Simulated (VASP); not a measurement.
# Rh (Pm-3m) in VASP: further runs

Runs on Rh. Level: PBE. Tasks: single point, relaxation of cell and atoms.

All numbers are computed with VASP 6.6.1; they aren't measurements. Logs are shortened: lines on timing, memory, paths and dates and some standing lists are left out, and cuts for length are marked.

## (1) The cell of the first run

The structure is cubic, space group Pm-3m (No. 221). The conventional cell has a = 2.602 Å, b = 2.602 Å, c = 2.602 Å, α = 90.00°, β = 90.00°, γ = 90.00°. Rh (site symmetry m-3m) has 6 Rh at 2.60 Å within 3.4 Å.

## (2) Single point, PBE, collinear spin, ferromagnetic start (volume scaled by 1.08)

INCAR

```
ALGO = Normal
EDIFF = 1E-6
ENCUT = 520
GGA = PE
ISIF = 2
ISMEAR = -1
ISPIN = 2
LASPH = T
LCHARG = F
LMAXMIX = 4
LORBIT = 11
LREAL = F
LWAVE = F
MAGMOM = 1
NBANDS = 18
NELM = 150
PREC = Accurate
SIGMA = 0.05
```

KPOINTS

```
k-points
0
Gamma
  14 14 14
```

POSCAR

```
Rh
1.0
    2.6017224951      0.0000000000      0.0000000000
    0.0000000000      2.6017224951      0.0000000000
    0.0000000000      0.0000000000      2.6017224951
Rh
1
Direct
    0.0000000000      0.0000000000      0.0000000000
```

Potentials or basis: VASP PAW PBE potentials, release 64 (Rh_pv).

Command:

```bash
$ cat potpaw_PBE.64/Rh_pv/POTCAR > POTCAR
$ mpirun -np 1 vasp_std > vasp.out
```

OUTCAR:

```text
EDIFF = 1E-6
   ENCUT = 520
   GGA = PE
   ISIF = 2
   ISMEAR = -1
   ISPIN = 2
   LASPH = T
   LORBIT = 11
   LREAL = F
   NELM = 150
   PREC = Accurate

 ion  position               nearest neighbor table
   1  0.000  0.000  0.000-

  LATTYP: Found a simple cubic cell.
 ALAT       =     2.6017224951

  Lattice vectors:

 A1 = (   2.6017224951,   0.0000000000,   0.0000000000)
 A2 = (   0.0000000000,   2.6017224951,   0.0000000000)
 A3 = (   0.0000000000,   0.0000000000,   2.6017224951)

Analysis of symmetry for initial positions (statically):
=====================================================================
 Subroutine PRICEL returns:
 Original cell was already a primitive cell.

 Routine SETGRP: Setting up the symmetry group for a
 simple cubic supercell.

 Subroutine GETGRP returns: Found 48 space group operations
[... 9 lines left out ...]

 Routine SETGRP: Setting up the symmetry group for a
 simple cubic supercell.

 Subroutine GETGRP returns: Found 48 space group operations
 (whereof 48 operations were pure point group operations)
 out of a pool of 48 trial point group operations.

The dynamic configuration has the point symmetry O_h .

Analysis of structural, dynamic, and magnetic symmetry:
=====================================================================
 Subroutine PRICEL returns:
 Original cell was already a primitive cell.

 Routine SETGRP: Setting up the symmetry group for a
 simple cubic supercell.

 Subroutine GETGRP returns: Found 48 space group operations
 (whereof 48 operations were pure point group operations)
 out of a pool of 48 trial point group operations.

The overall configuration has the point symmetry O_h .

 Subroutine INISYM returns: Found 48 space group operations
 (whereof 48 operations are pure point group operations),
 and found     1 'primitive' translations

----------------------------------------------------------------------------------------

                                     Primitive cell

  volume of cell :      17.6110

  direct lattice vectors                    reciprocal lattice vectors
     2.601722495  0.000000000  0.000000000     0.384360746  0.000000000  0.000000000
     0.000000000  2.601722495  0.000000000     0.000000000  0.384360746  0.000000000
     0.000000000  0.000000000  2.601722495     0.000000000  0.000000000  0.384360746

  length of vectors
     2.601722495  2.601722495  2.601722495     0.384360746  0.384360746  0.384360746

  position of ions in fractional coordinates (direct lattice)
     0.000000000  0.000000000  0.000000000

  ion indices of the primitive-cell ions
   primitive index   ion index
                 1           1

----------------------------------------------------------------------------------------

 KPOINTS: k-points

Automatic generation of k-mesh.
 Grid dimensions read from file:
 generate k-points for:   14   14   14

 Generating k-lattice:

  Cartesian coordinates                     Fractional coordinates (reciprocal lattice)
     0.027454339  0.000000000  0.000000000     0.071428571  0.000000000  0.000000000
     0.000000000  0.027454339  0.000000000     0.000000000  0.071428571  0.000000000
     0.000000000  0.000000000  0.027454339     0.000000000  0.000000000  0.071428571

  Length of vectors
     0.027454339  0.027454339  0.027454339

  Shift w.r.t. Gamma in fractional coordinates (k-lattice)
     0.000000000  0.000000000  0.000000000

 Subroutine IBZKPT returns following result:
 ===========================================

 Found    120 irreducible k-points:

 Following reciprocal coordinates:
            Coordinates               Weight
  0.000000  0.000000  0.000000      1.000000
  0.071429  0.000000  0.000000      6.000000
  0.142857  0.000000  0.000000      6.000000
  0.214286  0.000000  0.000000      6.000000
  0.285714  0.000000  0.000000      6.000000
  0.357143  0.000000  0.000000      6.000000
[... 16 lines left out ...]
  0.285714  0.214286  0.000000     24.000000
  0.357143  0.214286  0.000000     24.000000
 [... further k-points ...]
   k-points           NKPTS =    120   k-points in BZ     NKDIM =    120   number of bands    NBANDS=     18
   number of dos      NEDOS =    301   number of ions     NIONS =      1
   total plane-waves  NPLWV =   8000
   dimension x,y,z NGX =    20 NGY =   20 NGZ =   20
   dimension x,y,z NGXF=    40 NGYF=   40 NGZF=   40
   ions per type =               1
   NGX,Y,Z   is equivalent  to a cutoff of  12.78, 12.78, 12.78 a.u.
   NGXF,Y,Z  is equivalent  to a cutoff of  25.56, 25.56, 25.56 a.u.
 SYSTEM =  unknown system
   PREC   = accura    normal or accurate (medium, high low for compatibility)
   ISTART =      0    job   : 0-new  1-cont  2-samecut
   ICHARG =      2    charge: 1-file 2-atom 10-const
   ISPIN  =      2    spin polarized calculation?
   LNONCOLLINEAR =      F non collinear calculations
   LSORBIT =      F    spin-orbit coupling
   LASPH  =      T    aspherical Exc in radial PAW
   ENCUT  =  520.0 eV  38.22 Ry    6.18 a.u.   4.84  4.84  4.84*2*pi/ulx,y,z
   NELM   =    150;   NELMIN=  2; NELMDL= -5     # of ELM steps
   EDIFF  = 0.1E-05   stopping-criterion for ELM
   LREAL  =      F    real-space projection
   EDIFFG = 0.1E-04   stopping-criterion for IOM
   NSW    =      0    number of steps for IOM
   IBRION =     -1    ionic relax: 0-MD 1-quasi-New 2-CG
   NFREE  =      0    steps in history (QN), initial steepest desc. (CG)
   ISIF   =      2    stress and relaxation
   ISYM   =      2    0-nonsym 1-usesym 2-fastsym
   POTIM  = 0.5000    time-step for ionic-motion
   TEBEG  =    0.0;   TEEND  =   0.0 temperature during run
   PSTRESS=    0.0 pullay stress
   NELECT =      15.0000    total number of electrons
   NUPDOWN=      -1.0000    fix difference up-down
   EMIN   =  10.00;   EMAX   =-10.00  energy-range for DOS
   EFERMI =   0.00;   METHOD = LEGACY
   ISMEAR =    -1;   SIGMA  =   0.05  broadening in eV -4-tet -1-fermi 0-gaus
   EFERMI_NEDOS =   21; number of points for ismear=-14 and -15
   IALGO  =     38    algorithm
   IMIX   =      4    mixing-type and parameters
     AMIX     =   0.40;   BMIX     =  1.00
     AMIX_MAG =   1.60;   BMIX_MAG =  1.00
  volume/ion in A,a.u.               =      17.61       118.84
  Fermi-wavevector in a.u.,A,eV,Ry     =   1.551830  2.932534 32.765249  2.408178
  Thomas-Fermi vector in A             =   2.656293
   LORBIT       =     11    0 simple, 1 ext, 2 COOP (PROOUT), +10 PAW based schemes
   GGA     = PE    functional components
   LHFCALC =     F    Hartree Fock is set to
   AEXX    =    0.0000 exact exchange contribution
   IVDW    =     0    specifies the selected vdW correction
   LEPSILON=     F    determine dielectric tensor
   LRPA    =     F    only Hartree local field effects (RPA)
 spin polarized calculation
  energy-cutoff  :      520.00
  volume of cell :       17.61
 maximum number of plane-waves:       491
 NGX is ok and might be reduce to    20
   NGX =  9   NGY =  9   NGZ =  9

 number of electron      15.0000004 magnetization       0.0011099

 Free energy of the ion-electron system (eV)
  ---------------------------------------------------
  ext. energy  EPLUGINS =         0.00000000
  ---------------------------------------------------
  free energy    TOTEN  =        -6.42898276 eV

  energy without entropy =       -6.41384695  energy(sigma->0) =       -6.42141486

 E-fermi :   8.0475     XC(G=0): -12.3398

 val. band max:        8.0468480304   @ k =   0.3571   0.1429   0.1429
 cond. band min:       8.0516240656   @ k =   0.3571   0.3571   0.1429
 fundamental gap:      0.0047760351
 Fermi energy:         8.0475078242

 spin component 1

 k-point     1 :       0.0000    0.0000    0.0000
  band No.  band energies     occupation
      1     -37.8444      1.00000
      2     -37.8444      1.00000
      3     -37.8444      1.00000
      4       1.8141      1.00000
      5       3.5127      1.00000
      6       3.5127      1.00000
[... 10 lines left out ...]
     17      36.9288      0.00000
     18      36.9288      0.00000

 k-point     2 :       0.0714    0.0000    0.0000
  band No.  band energies     occupation
      1     -37.8719      1.00000
      2     -37.8421      1.00000
      3     -37.8421      1.00000
      4       1.9505      1.00000
      5       3.5383      1.00000
      6       3.6309      1.00000
[... 10 lines left out ...]
     17      37.0257      0.00000
     18      37.0257      0.00000
[... 442 lines left out ...]
 k-point    24 :       0.3571    0.2143    0.0000
  band No.  band energies     occupation
      1     -38.2629      1.00000
      2     -38.0153      1.00000
      3     -37.7896      1.00000
      4       4.1113      1.00000
      5       4.7739      1.00000
      6       5.8570      1.00000
[... 10 lines left out ...]
     17      36.3455      0.00000
     18      37.3017      0.00000

 [... further k-points ...]

 spin component 2

 k-point     1 :       0.0000    0.0000    0.0000
  band No.  band energies     occupation
      1     -37.8435      1.00000
      2     -37.8435      1.00000
      3     -37.8435      1.00000
      4       1.8142      1.00000
      5       3.5132      1.00000
      6       3.5132      1.00000
[... 10 lines left out ...]
     17      36.9292      0.00000
     18      36.9292      0.00000

 k-point     2 :       0.0714    0.0000    0.0000
  band No.  band energies     occupation
      1     -37.8710      1.00000
      2     -37.8412      1.00000
      3     -37.8412      1.00000
      4       1.9507      1.00000
      5       3.5387      1.00000
      6       3.6313      1.00000
[... 10 lines left out ...]
     17      37.0261      0.00000
     18      37.0261      0.00000
[... 442 lines left out ...]
 k-point    24 :       0.3571    0.2143    0.0000
  band No.  band energies     occupation
      1     -38.2620      1.00000
      2     -38.0144      1.00000
      3     -37.7887      1.00000
      4       4.1117      1.00000
      5       4.7745      1.00000
      6       5.8575      1.00000
[... 10 lines left out ...]
     17      36.3458      0.00000
     18      37.3019      0.00000

 [... further k-points ...]
[... 5 lines left out ...]
  --------------------------------------------------------------------------------------
  -------------------------------------------------------------------------------------
  Total       -1.2818766     -1.2818766     -1.2818766      0.0000000     -0.0000000      0.0000000
  in kB     -116.6202276   -116.6202276   -116.6202276      0.0000000     -0.0000000      0.0000000
  external PRESSURE =    -116.6202276 kB  Pullay stress =       0.0000000 kB

 VOLUME and BASIS-vectors are now :
 -----------------------------------------------------------------------------
  energy-cutoff  :      520.00
  volume of cell :       17.61
      direct lattice vectors                 reciprocal lattice vectors
     2.601722495  0.000000000  0.000000000     0.384360746  0.000000000  0.000000000
     0.000000000  2.601722495  0.000000000     0.000000000  0.384360746  0.000000000
     0.000000000  0.000000000  2.601722495     0.000000000  0.000000000  0.384360746

 POSITION                                       TOTAL-FORCE (eV/Angst)
 -----------------------------------------------------------------------------------
      0.00000      0.00000      0.00000         0.000000      0.000000      0.000000
 -----------------------------------------------------------------------------------
    total drift:                                0.000000      0.000000      0.000000

  FREE ENERGIE OF THE ION-ELECTRON SYSTEM (eV)
  ---------------------------------------------------
  free  energy   TOTEN  =        -6.4289827613 eV

  energy  without entropy=       -6.4138469490  energy(sigma->0) =       -6.42141486

 total charge

# of ion       s       p       d       tot
------------------------------------------
    1        0.380   6.166   7.128  13.674

 magnetization (x)

# of ion       s       p       d       tot
------------------------------------------
    1        0.000  -0.000   0.001   0.001
```

Run time: 50 s. Hardware: 1 thread of Intel Xeon Platinum 8259CL at 2.50GHz (Skylake/Cascade Lake), shared host; peak memory 0.17 GiB.

Results:

```yaml
Free_energy: -6.4290 eV
Pressure: -11.7 GPa
Net_moment: 0.00 μB per cell
Valence_electrons_inside_the_program's_atomic_spheres: Rh 13.67
```

Levels at points of the mesh, in eV from the Fermi level:
Spin up:
| k point | band 5 | band 6 | band 7 | band 8 | band 9 | band 10 |
| --- | --- | --- | --- | --- | --- | --- |
| (0.00, 0.00, 0.00) | -4.53 | -4.53 | 0.65 | 0.65 | 0.65 | 16.23 |
| (0.50, 0.00, 0.00) | -3.92 | -1.19 | -1.19 | 0.20 | 0.82 | 5.59 |
| (0.50, 0.50, 0.00) | -3.27 | -0.84 | -0.84 | 2.01 | 5.45 | 5.45 |
| (0.50, 0.50, 0.50) | -3.90 | -3.90 | 2.13 | 2.13 | 10.33 | 11.34 |
Spin down:
| k point | band 5 | band 6 | band 7 | band 8 | band 9 | band 10 |
| --- | --- | --- | --- | --- | --- | --- |
| (0.00, 0.00, 0.00) | -4.53 | -4.53 | 0.65 | 0.65 | 0.65 | 16.23 |
| (0.50, 0.00, 0.00) | -3.92 | -1.18 | -1.18 | 0.20 | 0.82 | 5.59 |
| (0.50, 0.50, 0.00) | -3.27 | -0.84 | -0.84 | 2.01 | 5.45 | 5.45 |
| (0.50, 0.50, 0.50) | -3.90 | -3.90 | 2.13 | 2.13 | 10.33 | 11.34 |

Caveat: the cell differs from its parent crystal (volume scaled by 1.08).

## (3) Relaxation of cell and atoms, PBE, collinear spin, ferromagnetic start

This run uses another cell than the first one, of 14.85 Å³/atom, 0.843 times its volume.

INCAR

```
SYSTEM = Rh
  ALGO = Normal
  EDIFF = 1E-6
  EDIFFG = -0.01
  ENCUT = 600
  GGA = PE
  IBRION = 2
  ISIF = 3
  ISMEAR = -1
  ISPIN = 2
  LASPH = .True.
  LCHARG = .False.
  LMAXMIX = 4
  LORBIT = 11
  LREAL = .False.
  LWAVE = .False.
  MAGMOM = 1
  NELM = 150
  NSW = 80
  PREC = Accurate
  SIGMA = 0.05
```

KPOINTS

```
k-points
0
Gamma
  13 13 13
  0 0 0
```

POSCAR

```
Rh
1.0
    2.4580591709      0.0000000000      0.0000000000
    0.0000000000      2.4580591709      0.0000000000
    0.0000000000      0.0000000000      2.4580591709
Rh
1
Direct
    0.0000000000      0.0000000000      0.0000000000
```

Potentials or basis: VASP PAW PBE potentials, release 64 (Rh_pv).

Command:

```bash
$ cat potpaw_PBE.64/Rh_pv/POTCAR > POTCAR
$ mpirun -np 1 vasp_std > vasp.out
```

OUTCAR:

```text
SYSTEM = Rh
   EDIFF = 1E-6
   EDIFFG = -0.01
   ENCUT = 600
   GGA = PE
   IBRION = 2
   ISIF = 3
   ISMEAR = -1
   ISPIN = 2
   LASPH = .True.
   LORBIT = 11
   LREAL = .False.
   NELM = 150
   NSW = 80
   PREC = Accurate

 ion  position               nearest neighbor table
   1  0.000  0.000  0.000-

  LATTYP: Found a simple cubic cell.
 ALAT       =     2.4580591709

  Lattice vectors:

 A1 = (   2.4580591709,   0.0000000000,   0.0000000000)
 A2 = (   0.0000000000,   2.4580591709,   0.0000000000)
 A3 = (   0.0000000000,   0.0000000000,   2.4580591709)

Analysis of symmetry for initial positions (statically):
=====================================================================
 Subroutine PRICEL returns:
 Original cell was already a primitive cell.

 Routine SETGRP: Setting up the symmetry group for a
[... 1062 lines left out ...]
 number of electron      15.0000000 magnetization       0.0000011

 number of electron      15.0000000 magnetization      -0.0000014

 Free energy of the ion-electron system (eV)
  ---------------------------------------------------
  ext. energy  EPLUGINS =         0.00000000
  ---------------------------------------------------
  free energy    TOTEN  =        -6.47017582 eV

  energy without entropy =       -6.45613621  energy(sigma->0) =       -6.46315601

 E-fermi :   9.1589     XC(G=0): -12.8077

 val. band max:        9.1578727909   @ k =   0.2308   0.2308   0.0000
 cond. band min:       9.1706856183   @ k =   0.4615   0.1538   0.1538
 fundamental gap:      0.0128128274
 Fermi energy:         9.1588636812

 spin component 1

 k-point     1 :       0.0000    0.0000    0.0000
  band No.  band energies     occupation
      1     -36.8051      1.00000
      2     -36.8051      1.00000
      3     -36.8051      1.00000
      4       2.4730      1.00000
      5       4.1335      1.00000
      6       4.1335      1.00000
      7       9.9452      0.00000
      8       9.9452      0.00000
      9       9.9452      0.00000
     10      26.0082      0.00000
     11      26.0082      0.00000
     12      26.0082      0.00000
[... 737 lines left out ...]
  FREE ENERGIE OF THE ION-ELECTRON SYSTEM (eV)
  ---------------------------------------------------
  free  energy   TOTEN  =        -6.4701758183 eV

  energy  without entropy=       -6.4561362058  energy(sigma->0) =       -6.46315601

 reached required accuracy - stopping structural energy minimisation

 total charge

# of ion       s       p       d       tot
------------------------------------------
    1        0.407   6.202   7.171  13.779

 magnetization (x)

# of ion       s       p       d       tot
------------------------------------------
    1       -0.000  -0.000   0.000   0.000
```

CONTCAR:

```text
Rh
   1.00000000000000
     2.5351333741635176    0.0000000000000000    0.0000000000000000
     0.0000000000000000    2.5351333741635176    0.0000000000000000
     0.0000000000000000    0.0000000000000000    2.5351333741635176
  Rh
     1
Direct
     0.0000000000000000    0.0000000000000000    0.0000000000000000

  0.00000000E+00  0.00000000E+00  0.00000000E+00
```

Wall time 85 s (1 thread of Intel Xeon Platinum 8259CL at 2.50GHz (Skylake/Cascade Lake), shared host); peak memory 0.15 GiB.

Results:

```yaml
Free_energy: -6.4702 eV
Relaxed_volume: 16.29 Å³/atom
Relaxed_cell: a = 2.535 Å, b = 2.535 Å, c = 2.535 Å, α = 90.00°, β = 90.00°, γ = 90.00°
Space_group_after_relaxing_to_0.05_Å: Pm-3m (No. 221)
Energy_gained_by_relaxing: 89.5 meV/atom
Ionic_steps: 5
Pressure_after_relaxing: 0.1 GPa
Net_moment: 0.00 μB per cell
Valence_electrons_inside_the_program's_atomic_spheres: Rh 13.78
```

The path:
| step | energy change (eV) | largest force (eV/Å) | pressure (GPa) | volume (Å³) |
| --- | --- | --- | --- | --- |
| 1 | 0.0000 | 0.0000 | 21.73 | 14.85 |
| 2 | 0.1737 | 0.0000 | -20.97 | 19.62 |
| 3 | -0.0892 | 0.0000 | -0.95 | 16.40 |
| 4 | -0.0895 | 0.0000 | -0.26 | 16.32 |
| 5 | -0.0895 | 0.0000 | 0.09 | 16.29 |

Final structure:
```
Rh
1.0
     2.53513    0.00000    0.00000
     0.00000    2.53513    0.00000
     0.00000    0.00000    2.53513
Rh
1
Direct
  0.00000 0.00000 0.00000
```

[end of part 1 of 2]
